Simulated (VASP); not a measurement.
# SnO2 (C2/m) in VASP: further runs, part 2 of 2

VASP 6.6.1. Earlier steps stand in the parts before.

**5. Single point, PBE+D3(BJ)**

This run uses another cell than the first one, of 14.50 Å³/atom, 1.051 times its volume.

INCAR

```
SYSTEM = SnO2
  PREC = Accurate
  ENCUT = 520
  EDIFF = 1E-6
  ISMEAR = 0
  SIGMA = 0.05
  LREAL = .False.
  LASPH = .True.
  NELM = 100
  ALGO = Normal
  ISIF = 2
  LWAVE = .False.
  LCHARG = .False.
  GGA = PE
  IVDW = 12
  NBANDS = 49
```

KPOINTS

```
Automatic mesh
0
Gamma
  9 9 2
  0 0 0
```

POSCAR

```
SnO2
1.0
   -3.2372529198      0.0000000000      0.0000000000
   -1.6186264599     -2.8035432670      0.0000000000
   -2.9135276278     -1.6821259603     14.3754773976
Sn O
3 6
Direct
    0.3979789315      0.3979789315      0.4478128920
    0.9104433926     -0.0895566074      0.1492610123
   -0.1144855297     -0.1144855297      0.7463647718
    0.5357665851      0.5357665851      0.2181668027
    0.5108376627     -0.4891623373      0.8152705622
    0.0233021239      0.0233021239      0.5167186824
    0.2601912779      0.2601912779      0.6774589813
    0.7726557390     -0.2273442610      0.3789071016
    0.2851202002      0.2851202002      0.0803552219
```

Potentials or basis: VASP PAW PBE potentials, release 64 (Sn_d, O).

The run is started by

```console
cat potpaw_PBE.64/Sn_d/POTCAR potpaw_PBE.64/O/POTCAR > POTCAR
mpirun -np 1 vasp_std > vasp.out
```

OUTCAR:

```text
SYSTEM = SnO2
   PREC = Accurate
   ENCUT = 520
   EDIFF = 1E-6
   ISMEAR = 0
   LREAL = .False.
   LASPH = .True.
   NELM = 100
   ISIF = 2
   GGA = PE
   IVDW = 12
 IVDW          = 12

 ion  position               nearest neighbor table
   1  0.398  0.398  0.448-   8 2.12   6 2.12   6 2.12   6 2.12   8 2.12   8 2.12
   2  0.910  0.910  0.149-   4 2.12   9 2.12   9 2.12   9 2.12   4 2.12   4 2.12
   3  0.886  0.886  0.746-   5 2.12   5 2.12   5 2.12   7 2.12   7 2.12   7 2.12
   4  0.536  0.536  0.218-   2 2.12   2 2.12   2 2.12
   5  0.511  0.511  0.815-   3 2.12   3 2.12   3 2.12
   6  0.023  0.023  0.517-   1 2.12   1 2.12   1 2.12
   7  0.260  0.260  0.677-   3 2.12   3 2.12   3 2.12
   8  0.773  0.773  0.379-   1 2.12   1 2.12   1 2.12
   9  0.285  0.285  0.080-   2 2.12   2 2.12   2 2.12

  LATTYP: Found a base centered monoclinic cell.
 ALAT       =     5.6070865340
 B/A-ratio  =     0.5773502692
 C/A-ratio  =     2.5948211705
 COS(beta)  =    -0.1541532051

  Lattice vectors:

 A1 = (  -3.2372529198,   0.0000000000,   0.0000000000)
 A2 = (  -1.6186264599,  -2.8035432670,   0.0000000000)
 A3 = (   1.9423517519,   1.1214173067,  14.3754773976)

Analysis of symmetry for initial positions (statically):
=====================================================================
 Subroutine PRICEL returns:
 Original cell was already a primitive cell.

 Routine SETGRP: Setting up the symmetry group for a
 base centered monoclinic supercell.

 Subroutine GETGRP returns: Found  4 space group operations
 (whereof  2 operations were pure point group operations)
 out of a pool of  4 trial point group operations.

The static configuration has the point symmetry C_1h.
 The point group associated with its full space group is C_2h.

Analysis of symmetry for dynamics (positions and initial velocities):
=====================================================================
 Subroutine PRICEL returns:
 Original cell was already a primitive cell.

 Routine SETGRP: Setting up the symmetry group for a
 base centered monoclinic supercell.

 Subroutine GETGRP returns: Found  4 space group operations
 (whereof  2 operations were pure point group operations)
 out of a pool of  4 trial point group operations.

The dynamic configuration has the point symmetry C_1h.
 The point group associated with its full space group is C_2h.

 Subroutine INISYM returns: Found  4 space group operations
 (whereof  2 operations are pure point group operations),
 and found     1 'primitive' translations

----------------------------------------------------------------------------------------

                                     Primitive cell

  volume of cell :     130.4687

  direct lattice vectors                    reciprocal lattice vectors
    -3.237252920  0.000000000  0.000000000    -0.308903884  0.178345741 -0.041737744
    -1.618626460 -2.803543267  0.000000000     0.000000000 -0.356691481 -0.041737744
    -2.913527628 -1.682125960 14.375477398     0.000000000  0.000000000  0.069562907

  length of vectors
     3.237252920  3.237252920 14.763893165     0.359125120  0.359125120  0.069562907
[... 55 lines left out ...]
  0.333333  0.000000  0.000000      4.000000
  0.444444  0.000000  0.000000      4.000000
  0.111111  0.111111  0.000000      2.000000
[... 16 lines left out ...]
 -0.333333  0.333333 -0.000000      2.000000
  0.444444  0.444444  0.000000      2.000000
 [... further k-points ...]
   k-points           NKPTS =     50   k-points in BZ     NKDIM =     50   number of bands    NBANDS=     49
   number of dos      NEDOS =    301   number of ions     NIONS =      9
   total plane-waves  NPLWV =  64512
   dimension x,y,z NGX =    24 NGY =   24 NGZ =  112
   dimension x,y,z NGXF=    48 NGYF=   48 NGZF=  224
   ions per type =               3   6
   NGX,Y,Z   is equivalent  to a cutoff of  12.32, 12.32, 12.61 a.u.
   NGXF,Y,Z  is equivalent  to a cutoff of  24.65, 24.65, 25.22 a.u.
 SYSTEM =  SnO2
   PREC   = accura    normal or accurate (medium, high low for compatibility)
   ISTART =      0    job   : 0-new  1-cont  2-samecut
   ICHARG =      2    charge: 1-file 2-atom 10-const
   ISPIN  =      1    spin polarized calculation?
   LNONCOLLINEAR =      F non collinear calculations
   LSORBIT =      F    spin-orbit coupling
   LASPH  =      T    aspherical Exc in radial PAW
   ENCUT  =  520.0 eV  38.22 Ry    6.18 a.u.   6.02  6.02 27.45*2*pi/ulx,y,z
   NELM   =    100;   NELMIN=  2; NELMDL= -5     # of ELM steps
   EDIFF  = 0.1E-05   stopping-criterion for ELM
   LREAL  =      F    real-space projection
   EDIFFG = 0.1E-04   stopping-criterion for IOM
   NSW    =      0    number of steps for IOM
   IBRION =     -1    ionic relax: 0-MD 1-quasi-New 2-CG
   NFREE  =      0    steps in history (QN), initial steepest desc. (CG)
   ISIF   =      2    stress and relaxation
   ISYM   =      2    0-nonsym 1-usesym 2-fastsym
   POTIM  = 0.5000    time-step for ionic-motion
   TEBEG  =    0.0;   TEEND  =   0.0 temperature during run
   PSTRESS=    0.0 pullay stress
   NELECT =      78.0000    total number of electrons
   NUPDOWN=      -1.0000    fix difference up-down
   EMIN   =  10.00;   EMAX   =-10.00  energy-range for DOS
   EFERMI =   0.00;   METHOD = LEGACY
   ISMEAR =     0;   SIGMA  =   0.05  broadening in eV -4-tet -1-fermi 0-gaus
   EFERMI_NEDOS =   21; number of points for ismear=-14 and -15
   IALGO  =     38    algorithm
   IMIX   =      4    mixing-type and parameters
     AMIX     =   0.40;   BMIX     =  1.00
     AMIX_MAG =   1.60;   BMIX_MAG =  1.00
  volume/ion in A,a.u.               =      14.50        97.83
  Fermi-wavevector in a.u.,A,eV,Ry     =   1.379127  2.606172 25.878168  1.901992
  Thomas-Fermi vector in A             =   2.504125
   LORBIT       =      0    0 simple, 1 ext, 2 COOP (PROOUT), +10 PAW based schemes
   GGA     = PE    functional components
   LHFCALC =     F    Hartree Fock is set to
   AEXX    =    0.0000 exact exchange contribution
   IVDW    =    12    specifies the selected vdW correction
   LEPSILON=     F    determine dielectric tensor
   LRPA    =     F    only Hartree local field effects (RPA)
 non-spin polarized calculation
 Gauss-broadening in eV      SIGMA  =   0.05
  energy-cutoff  :      520.00
  volume of cell :      130.47
 maximum number of plane-waves:      3556
   NGX = 13   NGY = 13   NGZ = 55

 number of electron      78.0000011 magnetization

 Free energy of the ion-electron system (eV)
  ---------------------------------------------------
  ext. energy  EPLUGINS =         0.00000000
  ---------------------------------------------------
  free energy    TOTEN  =       -54.51063338 eV

  energy without entropy =      -54.51063338  energy(sigma->0) =      -54.51063338

 E-fermi :   3.6376     XC(G=0):  -9.9093

 val. band max:        3.3961393295   @ k =  -0.1111   0.1111  -0.0000
 cond. band min:       5.2545147305   @ k =   0.0000   0.0000   0.0000
 fundamental gap:      1.8583754010
 Fermi energy:         3.6375821538

 k-point     1 :       0.0000    0.0000    0.0000
  band No.  band energies     occupation
      1     -16.7281      2.00000
      2     -16.7188      2.00000
      3     -16.7186      2.00000
      4     -16.4812      2.00000
      5     -16.4812      2.00000
      6     -16.4705      2.00000
[... 1237 lines left out ...]
     48      13.8081      0.00000
     49      14.8062      0.00000

 [... further k-points ...]

------------------------ aborting loop because EDIFF is reached ----------------------------------------

 Edisp (eV)   -1.63422

 E8    (eV) :    -0.6482

  FORCE on cell =-STRESS in cart. coord.  units (eV):
  Direction    XX          YY          ZZ          XY          YZ          ZX
  --------------------------------------------------------------------------------------
  -------------------------------------------------------------------------------------
  Total       0.24328     0.24052     0.27621     0.00238     0.00545     0.00944
  in kB       2.98748     2.95368     3.39191     0.02928     0.06696     0.11597
  external pressure =        3.11 kB  Pullay stress =        0.00 kB

 VOLUME and BASIS-vectors are now :
 -----------------------------------------------------------------------------
  energy-cutoff  :      520.00
  volume of cell :      130.47
      direct lattice vectors                 reciprocal lattice vectors
    -3.237252920  0.000000000  0.000000000    -0.308903884  0.178345741 -0.041737744
    -1.618626460 -2.803543267  0.000000000     0.000000000 -0.356691481 -0.041737744
    -2.913527628 -1.682125960 14.375477398     0.000000000  0.000000000  0.069562907

 POSITION                                       TOTAL-FORCE (eV/Angst)
 -----------------------------------------------------------------------------------
     -3.23725     -1.86903      6.43752         0.000000      0.000000      0.000000
     -4.85588     -2.80354      2.14570        -0.000127     -0.000073      0.124125
     -6.47451     -3.73806     10.72935         0.000127      0.000073     -0.124125
     -3.23725     -1.86903      3.13625         0.000023      0.000014      0.065470
     -4.85588     -2.80354     11.71990        -0.002577     -0.001488      0.256806
     -1.61863     -0.93451      7.42808         0.000041      0.000024      0.055075
     -3.23725     -1.86903      9.73880        -0.000023     -0.000014     -0.065470
     -4.85588     -2.80354      5.44697        -0.000041     -0.000024     -0.055075
     -1.61863     -0.93451      1.15514         0.002577      0.001488     -0.256806
 -----------------------------------------------------------------------------------
    total drift:                                0.000005      0.000003      0.000022

  FREE ENERGIE OF THE ION-ELECTRON SYSTEM (eV)
  ---------------------------------------------------
  free  energy   TOTEN  =       -56.1448559473 eV

  energy  without entropy=      -56.1448559473  energy(sigma->0) =      -56.14485595
```

Run time: 12 min. Hardware: 1 thread of Oxide Virtual Turin-like, shared host; peak memory 0.36 GiB.

What came out:

| Property | Result |
| --- | --- |
| Free energy | -56.1449 eV |
| Pressure | 0.3 GPa |
| Largest force | 0.257 eV/Å |
| Band gap on the k mesh | 1.86 eV, indirect (least direct gap 1.99 eV) |
| Dispersion energy per atom | -0.182 eV |

Forces on the atoms (eV/Å):
```
Sn   0.000  0.000  0.000
Sn   0.000  0.000  0.124
Sn   0.000  0.000 -0.124
O    0.000  0.000  0.065
O   -0.003 -0.001  0.257
O    0.000  0.000  0.055
O    0.000  0.000 -0.065
O    0.000  0.000 -0.055
O    0.003  0.001 -0.257
```

Caveat: spin-orbit coupling is left out, which moves the levels of the heavy elements. A k mesh can miss the band edges.

**6. Single point, PBE+D3(BJ)**

This run uses another cell than the first one, of 13.34 Å³/atom, 0.967 times its volume.

INCAR

```
ALGO = Normal
EDIFF = 1E-6
ENCUT = 520
GGA = PE
ISIF = 2
ISMEAR = 0
IVDW = 12
LASPH = T
LCHARG = F
LREAL = F
LWAVE = F
NBANDS = 49
NELM = 80
PREC = Accurate
SIGMA = 0.05
```

KPOINTS

```
k-points
0
Gamma
  9 9 2
```

POSCAR

```
SnO2
1.0
   -3.2372529198      0.0000000000      0.0000000000
   -1.6186264599     -2.8035432670      0.0000000000
   -0.9711758759     -0.5607086535     13.2254773976
Sn O
3 6
Direct
    0.5693163191      0.5693163191      0.4867517379
    0.9675520476     -0.0324479524      0.1622397622
    0.1710805906      0.1710805906      0.8112637135
    0.6192392378      0.6192392378      0.2371371442
    0.8227677809     -0.1772322191      0.8861610955
    0.2210035094      0.2210035094      0.5616491199
    0.5193934004      0.5193934004      0.7363663315
    0.9176291288     -0.0823708712      0.4118543559
    0.3158648573      0.3158648573      0.0873423802
```

Potentials or basis: VASP PAW PBE potentials, release 64 (Sn_d, O).

The run is started by

```console
cat potpaw_PBE.64/Sn_d/POTCAR potpaw_PBE.64/O/POTCAR > POTCAR
mpirun -np 1 vasp_std > vasp.out
```

Run time: 4.5 min. Hardware: 1 thread of Oxide Virtual Turin-like, shared host; peak memory 0.34 GiB.

The run converged. Its results:

* Free energy: -56.2399 eV
* Pressure: 0.4 GPa
* Largest force: 0.190 eV/Å
* Band gap on the k mesh: 1.65 eV, indirect (least direct gap 1.68 eV)
* Dispersion energy per atom: -0.195 eV

Forces in eV/Å, atoms in the order of the input:
```
Sn   0.000  0.000  0.000
Sn   0.021  0.012  0.109
Sn  -0.021 -0.012 -0.109
O    0.004  0.003  0.058
O    0.009  0.005  0.189
O    0.000  0.000  0.056
O   -0.004 -0.003 -0.058
O    0.000  0.000 -0.056
O   -0.009 -0.005 -0.189
```

Stress tensor (GPa, compression positive):
```
 0.25 -0.21  0.14
-0.21  0.49  0.08
 0.14  0.08  0.48
```

Levels at points of the mesh, in eV from the valence-band top:
| k point | band 35 | band 36 | band 37 | band 38 | band 39 | band 40 | band 41 | band 42 | band 43 | band 44 |
| --- | --- | --- | --- | --- | --- | --- | --- | --- | --- | --- |
| (0.00, 0.00, 0.00) | -1.09 | -1.05 | -1.04 | -1.04 | -0.03 | 1.65 | 2.92 | 3.14 | 5.56 | 5.57 |
| (0.00, 0.00, 0.50) | -1.08 | -1.05 | -1.02 | -0.64 | -0.48 | 2.14 | 2.27 | 3.41 | 5.50 | 5.69 |

Caveat: spin-orbit coupling is left out, which moves the levels of the heavy elements.

**7. Summary**

```csv
cell,gap on the mesh (eV),pressure (GPa),largest force (eV/Å)
"a = 3.237, b = 3.237, c = 14.577 Å, angles 72.6, 72.6, 60.0°, 9 atoms",1.76,0.3,0.25
"a = 3.237, b = 3.237, c = 13.960 Å, angles 80.0, 80.0, 60.0°, 9 atoms",1.76,0.3,0.24
"a = 3.237, b = 3.237, c = 14.549 Å, angles 82.3, 82.3, 60.0°, 9 atoms",1.86,0.3,0.26
"a = 3.237, b = 3.237, c = 14.764 Å, angles 78.6, 78.6, 60.0°, 9 atoms",1.86,0.3,0.26
"a = 3.237, b = 3.237, c = 13.273 Å, angles 85.8, 85.8, 60.0°, 9 atoms",1.65,0.4,0.19
```

Alike in all rows: task single point; level PBE+D3(BJ); potentials or basis VASP PAW PBE potentials, release 64 (Sn_d, O); no spin polarisation; k mesh 9 × 9 × 2; cutoff (eV) 520; smearing gaussian 0.05 eV.

Caveats: spin-orbit coupling is left out, which moves the levels of the heavy elements.

Absolute energies hang on the potentials; compare differences alone.
